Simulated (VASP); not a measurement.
# ZnCu (Pm-3m) in VASP: single point with PBE

Aim: the single point of ZnCu with PBE.

All numbers are computed with VASP 6.6.1; they aren't measurements. Logs are shortened: lines on timing, memory, paths and dates and some standing lists are left out, and cuts for length are marked.

### Step 1. The cell of the first run

It takes space group Pm-3m (No. 221, cubic). Conventional cell: a = 2.945 Å, b = 2.945 Å, c = 2.945 Å, α = 90.00°, β = 90.00°, γ = 90.00°. Zn (site symmetry m-3m) has 8 Cu at 2.55 Å and 6 Zn at 2.94 Å within 3.4 Å. Cu (site symmetry m-3m) has 8 Zn at 2.55 Å and 6 Cu at 2.94 Å within 3.4 Å.

### Step 2. Single point, PBE

File INCAR:

```
SYSTEM = ZnCu
  PREC = Accurate
  ENCUT = 520
  EDIFF = 1E-6
  ISMEAR = 0
  SIGMA = 0.05
  LREAL = .FALSE.
  LASPH = .TRUE.
  NELM = 80
  ALGO = Fast
  ISIF = 2
  LWAVE = .FALSE.
  LCHARG = .FALSE.
  GGA = PE
  NBANDS = 18
```

File KPOINTS:

```
Automatic mesh
0
G
  12 12 12
  0 0 0
```

File POSCAR:

```
ZnCu
1.0
    2.9450000000      0.0000000000      0.0000000000
    0.0000000000      2.9450000000      0.0000000000
    0.0000000000      0.0000000000      2.9450000000
Zn Cu
1 1
Direct
    0.5000000000      0.5000000000      0.5000000000
    0.0000000000      0.0000000000      0.0000000000
```

Potentials or basis: VASP PAW PBE potentials, release 64 (Zn, Cu).

Started as:

```
cat potpaw_PBE.64/Zn/POTCAR potpaw_PBE.64/Cu/POTCAR > POTCAR
mpirun -np 1 vasp_std > vasp.out
```

OUTCAR:

```text
SYSTEM = ZnCu
   PREC = Accurate
   ENCUT = 520
   EDIFF = 1E-6
   ISMEAR = 0
   LREAL = .FALSE.
   LASPH = .TRUE.
   NELM = 80
   ISIF = 2
   GGA = PE

 ion  position               nearest neighbor table
   1  0.500  0.500  0.500-   2 2.55   2 2.55   2 2.55   2 2.55   2 2.55   2 2.55   2 2.55   2 2.55

   2  0.000  0.000  0.000-   1 2.55   1 2.55   1 2.55   1 2.55   1 2.55   1 2.55   1 2.55   1 2.55

  LATTYP: Found a simple cubic cell.
 ALAT       =     2.9450000000

  Lattice vectors:

 A1 = (   2.9450000000,   0.0000000000,   0.0000000000)
 A2 = (   0.0000000000,   2.9450000000,   0.0000000000)
 A3 = (   0.0000000000,   0.0000000000,   2.9450000000)

Analysis of symmetry for initial positions (statically):
=====================================================================
 Subroutine PRICEL returns:
 Original cell was already a primitive cell.

 Routine SETGRP: Setting up the symmetry group for a
 simple cubic supercell.

 Subroutine GETGRP returns: Found 48 space group operations
 (whereof 48 operations were pure point group operations)
 out of a pool of 48 trial point group operations.

The static configuration has the point symmetry O_h .

Analysis of symmetry for dynamics (positions and initial velocities):
=====================================================================
 Subroutine PRICEL returns:
 Original cell was already a primitive cell.

 Routine SETGRP: Setting up the symmetry group for a
 simple cubic supercell.

 Subroutine GETGRP returns: Found 48 space group operations
 (whereof 48 operations were pure point group operations)
 out of a pool of 48 trial point group operations.

The dynamic configuration has the point symmetry O_h .

 Subroutine INISYM returns: Found 48 space group operations
 (whereof 48 operations are pure point group operations),
 and found     1 'primitive' translations

----------------------------------------------------------------------------------------

                                     Primitive cell

  volume of cell :      25.5421

  direct lattice vectors                    reciprocal lattice vectors
     2.945000000  0.000000000  0.000000000     0.339558574  0.000000000  0.000000000
     0.000000000  2.945000000  0.000000000     0.000000000  0.339558574  0.000000000
     0.000000000  0.000000000  2.945000000     0.000000000  0.000000000  0.339558574

  length of vectors
     2.945000000  2.945000000  2.945000000     0.339558574  0.339558574  0.339558574

  position of ions in fractional coordinates (direct lattice)
     0.500000000  0.500000000  0.500000000
     0.000000000  0.000000000  0.000000000

  ion indices of the primitive-cell ions
   primitive index   ion index
                 1           1
                 2           2

----------------------------------------------------------------------------------------

 KPOINTS: Automatic mesh

Automatic generation of k-mesh.
 Grid dimensions read from file:
 generate k-points for:   12   12   12

 Generating k-lattice:

  Cartesian coordinates                     Fractional coordinates (reciprocal lattice)
     0.028296548  0.000000000  0.000000000     0.083333333  0.000000000  0.000000000
     0.000000000  0.028296548  0.000000000     0.000000000  0.083333333  0.000000000
     0.000000000  0.000000000  0.028296548     0.000000000  0.000000000  0.083333333

  Length of vectors
     0.028296548  0.028296548  0.028296548

  Shift w.r.t. Gamma in fractional coordinates (k-lattice)
     0.000000000  0.000000000  0.000000000

 Subroutine IBZKPT returns following result:
 ===========================================

 Found     84 irreducible k-points:

 Following reciprocal coordinates:
            Coordinates               Weight
  0.000000  0.000000  0.000000      1.000000
  0.083333  0.000000  0.000000      6.000000
  0.166667  0.000000  0.000000      6.000000
  0.250000  0.000000  0.000000      6.000000
  0.333333  0.000000  0.000000      6.000000
  0.416667  0.000000  0.000000      6.000000
[... 16 lines left out ...]
  0.333333  0.333333  0.000000     12.000000
  0.416667  0.333333  0.000000     24.000000
 [... further k-points ...]
   k-points           NKPTS =     84   k-points in BZ     NKDIM =     84   number of bands    NBANDS=     18
   number of dos      NEDOS =    301   number of ions     NIONS =      2
   total plane-waves  NPLWV =  13824
   dimension x,y,z NGX =    24 NGY =   24 NGZ =   24
   dimension x,y,z NGXF=    48 NGYF=   48 NGZF=   48
   ions per type =               1   1
   NGX,Y,Z   is equivalent  to a cutoff of  13.55, 13.55, 13.55 a.u.
   NGXF,Y,Z  is equivalent  to a cutoff of  27.10, 27.10, 27.10 a.u.
 SYSTEM =  ZnCu
   PREC   = accura    normal or accurate (medium, high low for compatibility)
   ISTART =      0    job   : 0-new  1-cont  2-samecut
   ICHARG =      2    charge: 1-file 2-atom 10-const
   ISPIN  =      1    spin polarized calculation?
   LNONCOLLINEAR =      F non collinear calculations
   LSORBIT =      F    spin-orbit coupling
   LASPH  =      T    aspherical Exc in radial PAW
   ENCUT  =  520.0 eV  38.22 Ry    6.18 a.u.   5.48  5.48  5.48*2*pi/ulx,y,z
   NELM   =     80;   NELMIN=  2; NELMDL= -5     # of ELM steps
   EDIFF  = 0.1E-05   stopping-criterion for ELM
   LREAL  =      F    real-space projection
   EDIFFG = 0.1E-04   stopping-criterion for IOM
   NSW    =      0    number of steps for IOM
   IBRION =     -1    ionic relax: 0-MD 1-quasi-New 2-CG
   NFREE  =      0    steps in history (QN), initial steepest desc. (CG)
   ISIF   =      2    stress and relaxation
   ISYM   =      2    0-nonsym 1-usesym 2-fastsym
   POTIM  = 0.5000    time-step for ionic-motion
   TEBEG  =    0.0;   TEEND  =   0.0 temperature during run
   PSTRESS=    0.0 pullay stress
   NELECT =      23.0000    total number of electrons
   NUPDOWN=      -1.0000    fix difference up-down
   EMIN   =  10.00;   EMAX   =-10.00  energy-range for DOS
   EFERMI =   0.00;   METHOD = LEGACY
   ISMEAR =     0;   SIGMA  =   0.05  broadening in eV -4-tet -1-fermi 0-gaus
   EFERMI_NEDOS =   21; number of points for ismear=-14 and -15
   IALGO  =     68    algorithm
   IMIX   =      4    mixing-type and parameters
     AMIX     =   0.40;   BMIX     =  1.00
     AMIX_MAG =   1.60;   BMIX_MAG =  1.00
  volume/ion in A,a.u.               =      12.77        86.18
  Fermi-wavevector in a.u.,A,eV,Ry     =   1.580880  2.987429 34.003415  2.499180
  Thomas-Fermi vector in A             =   2.681040
   LORBIT       =      0    0 simple, 1 ext, 2 COOP (PROOUT), +10 PAW based schemes
   GGA     = PE    functional components
   LHFCALC =     F    Hartree Fock is set to
   AEXX    =    0.0000 exact exchange contribution
   IVDW    =     0    specifies the selected vdW correction
   LEPSILON=     F    determine dielectric tensor
   LRPA    =     F    only Hartree local field effects (RPA)
 non-spin polarized calculation
 RMM-DIIS sequential band-by-band and
 Gauss-broadening in eV      SIGMA  =   0.05
  energy-cutoff  :      520.00
  volume of cell :       25.54
 maximum number of plane-waves:       715
 NGX is ok and might be reduce to    24
   NGX = 11   NGY = 11   NGZ = 11

 number of electron      23.0000000 magnetization

 Free energy of the ion-electron system (eV)
  ---------------------------------------------------
  ext. energy  EPLUGINS =         0.00000000
  ---------------------------------------------------
  free energy    TOTEN  =        -5.00467668 eV

  energy without entropy =       -5.00393750  energy(sigma->0) =       -5.00430709

 E-fermi :   5.4560     XC(G=0): -12.4013

 val. band max:        5.4420607921   @ k =   0.5000   0.3333   0.3333
 cond. band min:       5.4568949814   @ k =   0.5000   0.3333   0.3333
 fundamental gap:      0.0148341893
 Fermi energy:         5.4559894880

 k-point     1 :       0.0000    0.0000    0.0000
  band No.  band energies     occupation
      1      -4.7964      2.00000
      2      -2.3049      2.00000
      3      -2.3049      2.00000
      4      -1.6091      2.00000
      5      -1.6091      2.00000
      6      -1.6091      2.00000
[... 10 lines left out ...]
     17      17.8234      0.00000
     18      28.9818      0.00000

 k-point     2 :       0.0833    0.0000    0.0000
  band No.  band energies     occupation
      1      -4.6707      2.00000
      2      -2.2904      2.00000
      3      -2.2778      2.00000
      4      -1.6202      2.00000
      5      -1.6202      2.00000
      6      -1.6036      2.00000
[... 10 lines left out ...]
     17      18.7222      0.00000
     18      27.7142      0.00000

 k-point     3 :       0.1667    0.0000    0.0000
  band No.  band energies     occupation
      1      -4.2994      2.00000
      2      -2.2504      2.00000
      3      -2.1994      2.00000
      4      -1.6503      2.00000
      5      -1.6503      2.00000
      6      -1.5885      2.00000
[... 10 lines left out ...]
     17      21.3550      0.00000
     18      25.6994      0.00000

 k-point     4 :       0.2500    0.0000    0.0000
  band No.  band energies     occupation
      1      -3.7074      2.00000
      2      -2.1947      2.00000
      3      -2.0705      2.00000
      4      -1.6913      2.00000
      5      -1.6913      2.00000
      6      -1.5678      2.00000
[... 10 lines left out ...]
     17      23.4568      0.00000
     18      23.7141      0.00000

 k-point     5 :       0.3333    0.0000    0.0000
  band No.  band energies     occupation
      1      -2.9867      2.00000
      2      -2.1378      2.00000
      3      -1.8428      2.00000
      4      -1.7320      2.00000
      5      -1.7320      2.00000
      6      -1.5468      2.00000
[... 10 lines left out ...]
     17      21.3390      0.00000
     18      21.4309      0.00000

 k-point     6 :       0.4167    0.0000    0.0000
  band No.  band energies     occupation
      1      -2.4599      2.00000
      2      -2.0954      2.00000
      3      -1.7616      2.00000
      4      -1.7616      2.00000
      5      -1.5313      2.00000
      6      -1.2725      2.00000
[... 10 lines left out ...]
     17      19.3901      0.00000
     18      19.3986      0.00000

 k-point     7 :       0.5000    0.0000    0.0000
  band No.  band energies     occupation
      1      -2.3247      2.00000
      2      -2.0796      2.00000
      3      -1.7725      2.00000
      4      -1.7725      2.00000
      5      -1.5256      2.00000
      6      -0.5792      2.00000
[... 10 lines left out ...]
     17      18.9921      0.00000
     18      19.9353      0.00000

 k-point     8 :       0.0833    0.0833    0.0000
  band No.  band energies     occupation
      1      -4.5459      2.00000
      2      -2.2707      2.00000
      3      -2.2567      2.00000
      4      -1.6315      2.00000
      5      -1.6256      2.00000
      6      -1.6054      2.00000
[... 10 lines left out ...]
     17      19.0892      0.00000
     18      25.6558      0.00000
[... 229 lines left out ...]
     17      23.4952      0.00000
     18      23.6284      0.00000

 k-point    20 :       0.3333    0.2500    0.0000
  band No.  band energies     occupation
      1      -2.4736      2.00000
      2      -2.1297      2.00000
      3      -1.7996      2.00000
      4      -1.7748      2.00000
      5      -1.6871      2.00000
      6      -1.1496      2.00000
[... 10 lines left out ...]
     17      22.0118      0.00000
     18      22.6007      0.00000

 k-point    21 :       0.4167    0.2500    0.0000
  band No.  band energies     occupation
      1      -2.3040      2.00000
      2      -2.1589      2.00000
      3      -1.8086      2.00000
      4      -1.7520      2.00000
      5      -1.7019      2.00000
      6      -0.3151      2.00000
[... 10 lines left out ...]
     17      20.2966      0.00000
     18      21.4591      0.00000

 k-point    22 :       0.5000    0.2500    0.0000
  band No.  band energies     occupation
      1      -2.2485      2.00000
      2      -2.1816      2.00000
      3      -1.8215      2.00000
      4      -1.7363      2.00000
      5      -1.7066      2.00000
      6       0.5096      2.00000
[... 10 lines left out ...]
     17      20.0567      0.00000
     18      20.6502      0.00000

 k-point    23 :       0.3333    0.3333    0.0000
  band No.  band energies     occupation
      1      -2.3933      2.00000
      2      -2.1693      2.00000
      3      -1.8025      2.00000
      4      -1.7477      2.00000
      5      -1.6372      2.00000
      6      -0.5517      2.00000
[... 10 lines left out ...]
     17      21.8610      0.00000
     18      22.2223      0.00000

 k-point    24 :       0.4167    0.3333    0.0000
  band No.  band energies     occupation
      1      -2.3873      2.00000
      2      -2.1803      2.00000
      3      -1.8325      2.00000
      4      -1.7811      2.00000
      5      -1.5450      2.00000
      6       0.2097      2.00000
[... 10 lines left out ...]
     17      20.8180      0.00000
     18      21.5136      0.00000

 [... further k-points ...]

------------------------ aborting loop because EDIFF is reached ----------------------------------------

  FORCE on cell =-STRESS in cart. coord.  units (eV):
  Direction    XX          YY          ZZ          XY          YZ          ZX
  --------------------------------------------------------------------------------------
  -------------------------------------------------------------------------------------
  Total        0.5263765      0.5263765      0.5263765      0.0000000      0.0000000     -0.0000000
  in kB       33.0180341     33.0180341     33.0180341      0.0000000      0.0000000     -0.0000000
  external PRESSURE =      33.0180341 kB  Pullay stress =       0.0000000 kB

 VOLUME and BASIS-vectors are now :
 -----------------------------------------------------------------------------
  energy-cutoff  :      520.00
  volume of cell :       25.54
      direct lattice vectors                 reciprocal lattice vectors
     2.945000000  0.000000000  0.000000000     0.339558574  0.000000000  0.000000000
     0.000000000  2.945000000  0.000000000     0.000000000  0.339558574  0.000000000
     0.000000000  0.000000000  2.945000000     0.000000000  0.000000000  0.339558574

 POSITION                                       TOTAL-FORCE (eV/Angst)
 -----------------------------------------------------------------------------------
      1.47250      1.47250      1.47250         0.000000      0.000000      0.000000
      0.00000      0.00000      0.00000         0.000000      0.000000      0.000000
 -----------------------------------------------------------------------------------
    total drift:                                0.000000      0.000000     -0.000000

  FREE ENERGIE OF THE ION-ELECTRON SYSTEM (eV)
  ---------------------------------------------------
  free  energy   TOTEN  =        -5.0046766806 eV

  energy  without entropy=       -5.0039375007  energy(sigma->0) =       -5.00430709
```

Run time: 52 s. Hardware: 1 thread of AMD EPYC 7R13 (Zen 3), shared host; peak memory 0.13 GiB.

Results:

```
Free energy            : -5.0047 eV
Pressure               : 3.3 GPa
Band gap on the k mesh : zero (an odd number of electrons rules out a gap without spin polarisation)
```

Levels at points of the mesh, in eV from the Fermi level:
```csv
k point,band 8,band 9,band 10,band 11,band 12,band 13,band 14,band 15
"(0.00, 0.00, 0.00)",-3.49,-2.65,-2.65,-2.65,6.32,6.32,6.32,11.34
"(0.50, 0.00, 0.00)",-3.61,-3.19,-3.19,-2.72,-1.92,11.80,11.80,12.43
"(0.50, 0.50, 0.00)",-2.80,-2.80,-2.41,-1.80,-1.80,1.84,2.19,14.02
"(0.50, 0.50, 0.50)",-4.21,-2.39,-2.39,3.94,4.43,4.43,4.43,4.60
```

Caveat: the cell stands under pressure.
